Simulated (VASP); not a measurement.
# Os (P6/mmm) in VASP: notebook

The runs below take Os through single point, with LDA.

Program: VASP 6.6.1. These are calculated values, not measurements. Logs are shortened: lines on timing, memory, paths and dates and some standing lists are left out, and cuts for length are marked.

### Step 1. The cell of the first run

It takes space group P6/mmm (No. 191, hexagonal). Conventional cell: a = 4.266 Å, b = 4.266 Å, c = 2.679 Å, α = 90.00°, β = 90.00°, γ = 120.00°. Within 3.5 Å of Os (site symmetry 6/mmm) lie 14 Os at 2.68 to 2.80 Å. Within 3.3 Å of Os (site symmetry -6m2) lie 11 Os at 2.46 to 2.80 Å.

This isn't the form of Os at room conditions, which is hcp.

### Step 2. Single point, LDA

The input, INCAR:

```
SYSTEM = Os
ALGO = Normal ; EDIFF = 1E-7
ENCUT = 520 ; ISIF = 2
ISMEAR = -1 ; LASPH = .True.
LCHARG = .False. ; LREAL = .False.
LWAVE = .False. ; NBANDS = 19
NELM = 100 ; PREC = Accurate
SIGMA = 0.1
```

The input, KPOINTS:

```
k-points
0
Gamma
  9 9 12
  0 0 0
```

The input, POSCAR:

```
Os
1.0
    4.2655792858      0.0000000000      0.0000000000
   -2.1327896429      3.6941000234      0.0000000000
    0.0000000000      0.0000000000      2.6793231528
Os
3
Direct
    1.0000000000      0.0000000000      1.0000000000
    0.3333333333      0.6666666667      0.5000000000
    0.6666666667      0.3333333333      0.5000000000
```

Potentials or basis: VASP PAW LDA potentials, release 64 (Os).

Run with:

```sh
cat potpaw_LDA.64/Os/POTCAR > POTCAR
mpirun -np 1 vasp_std > vasp.out
```

OUTCAR:

```text
SYSTEM = Os
   EDIFF = 1E-7
   ENCUT = 520
   ISIF = 2
   ISMEAR = -1
   LASPH = .True.
   LREAL = .False.
   NELM = 100
   PREC = Accurate

 ion  position               nearest neighbor table
   1  0.000  0.000  0.000-   2 2.80   3 2.80   2 2.80   3 2.80   3 2.80   3 2.80   2 2.80   2 2.80
                             3 2.80   3 2.80   2 2.80   2 2.80
   2  0.333  0.667  0.500-   3 2.46   3 2.46   3 2.46   1 2.80   1 2.80   1 2.80   1 2.80   1 2.80
                             1 2.80
   3  0.667  0.333  0.500-   2 2.46   2 2.46   2 2.46   1 2.80   1 2.80   1 2.80   1 2.80   1 2.80
                             1 2.80

  LATTYP: Found a hexagonal cell.
 ALAT       =     4.2655792858
 C/A-ratio  =     0.6281264450

  Lattice vectors:

 A1 = (   4.2655792858,   0.0000000000,   0.0000000000)
 A2 = (  -2.1327896429,   3.6941000234,   0.0000000000)
 A3 = (   0.0000000000,   0.0000000000,   2.6793231528)

Analysis of symmetry for initial positions (statically):
=====================================================================
 Subroutine PRICEL returns:
 Original cell was already a primitive cell.

 Routine SETGRP: Setting up the symmetry group for a
 hexagonal supercell.

 Subroutine GETGRP returns: Found 24 space group operations
 (whereof 24 operations were pure point group operations)
 out of a pool of 24 trial point group operations.

The static configuration has the point symmetry D_6h.

Analysis of symmetry for dynamics (positions and initial velocities):
=====================================================================
 Subroutine PRICEL returns:
 Original cell was already a primitive cell.

 Routine SETGRP: Setting up the symmetry group for a
 hexagonal supercell.

 Subroutine GETGRP returns: Found 24 space group operations
 (whereof 24 operations were pure point group operations)
 out of a pool of 24 trial point group operations.

The dynamic configuration has the point symmetry D_6h.

 Subroutine INISYM returns: Found 24 space group operations
 (whereof 24 operations are pure point group operations),
 and found     1 'primitive' translations

----------------------------------------------------------------------------------------

                                     Primitive cell

  volume of cell :      42.2194

  direct lattice vectors                    reciprocal lattice vectors
     4.265579286  0.000000000  0.000000000     0.234434747  0.135350964  0.000000000
    -2.132789643  3.694100023  0.000000000     0.000000000  0.270701928  0.000000000
     0.000000000  0.000000000  2.679323153     0.000000000  0.000000000  0.373228589

  length of vectors
     4.265579286  4.265579286  2.679323153     0.270701928  0.270701928  0.373228589

  position of ions in fractional coordinates (direct lattice)
     0.000000000  0.000000000  0.000000000
     0.333333333  0.666666667  0.500000000
     0.666666667  0.333333333  0.500000000

  ion indices of the primitive-cell ions
   primitive index   ion index
                 1           1
                 2           2
                 3           3

----------------------------------------------------------------------------------------

 KPOINTS: k-points

Automatic generation of k-mesh.
 Grid dimensions read from file:
 generate k-points for:    9    9   12

 Generating k-lattice:

  Cartesian coordinates                     Fractional coordinates (reciprocal lattice)
     0.026048305  0.015038996  0.000000000     0.111111111  0.000000000  0.000000000
     0.000000000  0.030077992  0.000000000     0.000000000  0.111111111  0.000000000
     0.000000000  0.000000000  0.031102382     0.000000000  0.000000000  0.083333333

  Length of vectors
     0.030077992  0.030077992  0.031102382

  Shift w.r.t. Gamma in fractional coordinates (k-lattice)
     0.000000000  0.000000000  0.000000000

 Subroutine IBZKPT returns following result:
 ===========================================

 Found     84 irreducible k-points:

 Following reciprocal coordinates:
            Coordinates               Weight
  0.000000  0.000000  0.000000      1.000000
  0.111111  0.000000  0.000000      6.000000
  0.222222  0.000000  0.000000      6.000000
  0.333333  0.000000  0.000000      6.000000
  0.444444  0.000000  0.000000      6.000000
  0.111111  0.111111  0.000000      6.000000
[... 16 lines left out ...]
  0.333333  0.222222  0.083333     24.000000
  0.333333  0.333333  0.083333      4.000000
 [... further k-points ...]
   k-points           NKPTS =     84   k-points in BZ     NKDIM =     84   number of bands    NBANDS=     19
   number of dos      NEDOS =    301   number of ions     NIONS =      3
   total plane-waves  NPLWV =  20480
   dimension x,y,z NGX =    32 NGY =   32 NGZ =   20
   dimension x,y,z NGXF=    64 NGYF=   64 NGZF=   40
   ions per type =               3
   NGX,Y,Z   is equivalent  to a cutoff of  12.47, 12.47, 12.41 a.u.
   NGXF,Y,Z  is equivalent  to a cutoff of  24.94, 24.94, 24.82 a.u.
 SYSTEM =  Os
   PREC   = accura    normal or accurate (medium, high low for compatibility)
   ISTART =      0    job   : 0-new  1-cont  2-samecut
   ICHARG =      2    charge: 1-file 2-atom 10-const
   ISPIN  =      1    spin polarized calculation?
   LNONCOLLINEAR =      F non collinear calculations
   LSORBIT =      F    spin-orbit coupling
   LASPH  =      T    aspherical Exc in radial PAW
   ENCUT  =  520.0 eV  38.22 Ry    6.18 a.u.   7.93  7.93  4.98*2*pi/ulx,y,z
   NELM   =    100;   NELMIN=  2; NELMDL= -5     # of ELM steps
   EDIFF  = 0.1E-06   stopping-criterion for ELM
   LREAL  =      F    real-space projection
   EDIFFG = 0.1E-05   stopping-criterion for IOM
   NSW    =      0    number of steps for IOM
   IBRION =     -1    ionic relax: 0-MD 1-quasi-New 2-CG
   NFREE  =      0    steps in history (QN), initial steepest desc. (CG)
   ISIF   =      2    stress and relaxation
   ISYM   =      2    0-nonsym 1-usesym 2-fastsym
   POTIM  = 0.5000    time-step for ionic-motion
   TEBEG  =    0.0;   TEEND  =   0.0 temperature during run
   PSTRESS=    0.0 pullay stress
   NELECT =      24.0000    total number of electrons
   NUPDOWN=      -1.0000    fix difference up-down
   EMIN   =  10.00;   EMAX   =-10.00  energy-range for DOS
   EFERMI =   0.00;   METHOD = LEGACY
   ISMEAR =    -1;   SIGMA  =   0.10  broadening in eV -4-tet -1-fermi 0-gaus
   EFERMI_NEDOS =   21; number of points for ismear=-14 and -15
   IALGO  =     38    algorithm
   IMIX   =      4    mixing-type and parameters
     AMIX     =   0.40;   BMIX     =  1.00
     AMIX_MAG =   1.60;   BMIX_MAG =  1.00
  volume/ion in A,a.u.               =      14.07        94.97
  Fermi-wavevector in a.u.,A,eV,Ry     =   1.356151  2.562753 25.023087  1.839145
  Thomas-Fermi vector in A             =   2.483178
   LORBIT       =      0    0 simple, 1 ext, 2 COOP (PROOUT), +10 PAW based schemes
   GGA     = CA    functional components
   LHFCALC =     F    Hartree Fock is set to
   AEXX    =    0.0000 exact exchange contribution
   IVDW    =     0    specifies the selected vdW correction
   LEPSILON=     F    determine dielectric tensor
   LRPA    =     F    only Hartree local field effects (RPA)
 non-spin polarized calculation
  energy-cutoff  :      520.00
  volume of cell :       42.22
 maximum number of plane-waves:      1155
 NGX is ok and might be reduce to    32
   NGX = 15   NGY = 15   NGZ =  9

 number of electron      23.9999998 magnetization

 Free energy of the ion-electron system (eV)
  ---------------------------------------------------
  ext. energy  EPLUGINS =         0.00000000
  ---------------------------------------------------
  free energy    TOTEN  =       -36.88417769 eV

  energy without entropy =      -36.80160318  energy(sigma->0) =      -36.84289043

 E-fermi :   9.5342     XC(G=0): -14.1272

 val. band max:        9.5242114601   @ k =   0.2222   0.2222   0.2500
 cond. band min:       9.5352724304   @ k =   0.2222   0.2222   0.4167
 fundamental gap:      0.0110609703
 Fermi energy:         9.5341701020

 k-point     1 :       0.0000    0.0000    0.0000
  band No.  band energies     occupation
      1      -1.4988      2.00000
      2       2.2621      2.00000
      3       5.0059      2.00000
      4       5.2539      2.00000
      5       5.2539      2.00000
      6       5.2776      2.00000
[... 11 lines left out ...]
     18      18.4058      0.00000
     19      19.4550      0.00000

 k-point     2 :       0.1111    0.0000    0.0000
  band No.  band energies     occupation
      1      -1.2888      2.00000
      2       2.3361      2.00000
      3       4.1771      2.00000
      4       4.7060      2.00000
      5       4.7929      2.00000
      6       5.7185      2.00000
[... 11 lines left out ...]
     18      17.5066      0.00000
     19      17.6877      0.00000

 k-point     3 :       0.2222    0.0000    0.0000
  band No.  band energies     occupation
      1      -0.6886      2.00000
      2       2.4290      2.00000
      3       3.2653      2.00000
      4       4.2074      2.00000
      5       4.3897      2.00000
      6       5.6382      2.00000
[... 11 lines left out ...]
     18      15.6171      0.00000
     19      18.0108      0.00000

 k-point     4 :       0.3333    0.0000    0.0000
  band No.  band energies     occupation
      1       0.2080      2.00000
      2       2.0155      2.00000
      3       3.0007      2.00000
      4       3.7860      2.00000
      5       4.2935      2.00000
      6       5.2659      2.00000
[... 11 lines left out ...]
     18      13.8467      0.00000
     19      18.5277      0.00000

 k-point     5 :       0.4444    0.0000    0.0000
  band No.  band energies     occupation
      1       1.1899      2.00000
      2       1.6746      2.00000
      3       2.3427      2.00000
      4       4.1108      2.00000
      5       4.3298      2.00000
      6       4.7114      2.00000
[... 11 lines left out ...]
     18      12.4303      0.00000
     19      18.8679      0.00000

 k-point     6 :       0.1111    0.1111    0.0000
  band No.  band energies     occupation
      1      -0.8847      2.00000
      2       2.4352      2.00000
      3       3.6417      2.00000
      4       3.7835      2.00000
      5       4.9289      2.00000
      6       5.7305      2.00000
[... 11 lines left out ...]
     18      15.8713      0.00000
     19      18.2505      0.00000

 k-point     7 :       0.2222    0.1111    0.0000
  band No.  band energies     occupation
      1      -0.1453      2.00000
      2       2.2713      2.00000
      3       2.9926      2.00000
      4       3.5468      2.00000
      5       4.6945      2.00000
      6       5.5988      2.00000
[... 11 lines left out ...]
     18      14.2700      0.00000
     19      18.9629      0.00000

 k-point     8 :       0.3333    0.1111    0.0000
  band No.  band energies     occupation
      1       0.7697      2.00000
      2       1.7915      2.00000
      3       2.5370      2.00000
      4       3.8711      2.00000
      5       4.4977      2.00000
      6       5.1181      2.00000
[... 256 lines left out ...]
 k-point    20 :       0.3333    0.1111    0.0833
  band No.  band energies     occupation
      1       0.9592      2.00000
      2       1.9534      2.00000
      3       2.7165      2.00000
      4       3.9622      2.00000
      5       4.5376      2.00000
      6       5.2273      2.00000
[... 11 lines left out ...]
     18      13.1108      0.00000
     19      19.3452      0.00000

 k-point    21 :       0.4444    0.1111    0.0833
  band No.  band energies     occupation
      1       1.5039      2.00000
      2       2.0445      2.00000
      3       2.0973      2.00000
      4       4.4244      2.00000
      5       4.4854      2.00000
      6       4.7025      2.00000
[... 11 lines left out ...]
     18      12.1332      0.00000
     19      19.5014      0.00000

 k-point    22 :       0.2222    0.2222    0.0833
  band No.  band energies     occupation
      1       0.7812      2.00000
      2       2.0870      2.00000
      3       2.6113      2.00000
      4       3.8664      2.00000
      5       4.8296      2.00000
      6       5.5681      2.00000
[... 11 lines left out ...]
     18      13.1420      0.00000
     19      20.5269      0.00000

 k-point    23 :       0.3333    0.2222    0.0833
  band No.  band energies     occupation
      1       1.3229      2.00000
      2       1.9348      2.00000
      3       2.2651      2.00000
      4       4.3543      2.00000
      5       4.6710      2.00000
      6       5.2313      2.00000
[... 11 lines left out ...]
     18      12.1778      0.00000
     19      20.9801      0.00000

 k-point    24 :       0.3333    0.3333    0.0833
  band No.  band energies     occupation
      1       1.3142      2.00000
      2       2.1059      2.00000
      3       2.1059      2.00000
      4       4.6135      2.00000
      5       4.6135      2.00000
      6       5.2266      2.00000
[... 11 lines left out ...]
     18      11.8402      0.00000
     19      22.1163      0.00000

 [... further k-points ...]

------------------------ aborting loop because EDIFF is reached ----------------------------------------

  FORCE on cell =-STRESS in cart. coord.  units (eV):
  Direction    XX          YY          ZZ          XY          YZ          ZX
  --------------------------------------------------------------------------------------
  -------------------------------------------------------------------------------------
  Total        0.1699110      0.1699110      0.2314255      0.0000000     -0.0000000      0.0000000
  in kB        6.4479303      6.4479303      8.7823371      0.0000000     -0.0000000      0.0000000
  external PRESSURE =       7.2260659 kB  Pullay stress =       0.0000000 kB

 VOLUME and BASIS-vectors are now :
 -----------------------------------------------------------------------------
  energy-cutoff  :      520.00
  volume of cell :       42.22
      direct lattice vectors                 reciprocal lattice vectors
     4.265579286  0.000000000  0.000000000     0.234434747  0.135350964  0.000000000
    -2.132789643  3.694100023  0.000000000     0.000000000  0.270701928  0.000000000
     0.000000000  0.000000000  2.679323153     0.000000000  0.000000000  0.373228589

 POSITION                                       TOTAL-FORCE (eV/Angst)
 -----------------------------------------------------------------------------------
      0.00000      0.00000      0.00000         0.000000      0.000000      0.000000
     -0.00000      2.46273      1.33966        -0.000000      0.000000      0.000000
      2.13279      1.23137      1.33966        -0.000000      0.000000      0.000000
 -----------------------------------------------------------------------------------
    total drift:                               -0.000000      0.000000      0.000000

  FREE ENERGIE OF THE ION-ELECTRON SYSTEM (eV)
  ---------------------------------------------------
  free  energy   TOTEN  =       -36.8841776872 eV

  energy  without entropy=      -36.8016031776  energy(sigma->0) =      -36.84289043
```

Run time: 61 s. Hardware: 1 thread of Intel Xeon 8259CL, shared host; peak memory 0.18 GiB.

What came out:

```yaml
Free_energy: -36.8842 eV
Pressure: 0.7 GPa
Band_gap_on_the_k_mesh: zero (bands 12 and 13 overlap by 2.98 eV)
```

Caveat: spin-orbit coupling is left out, which moves the levels of the heavy elements.

(Continued in part 2 of 2.)
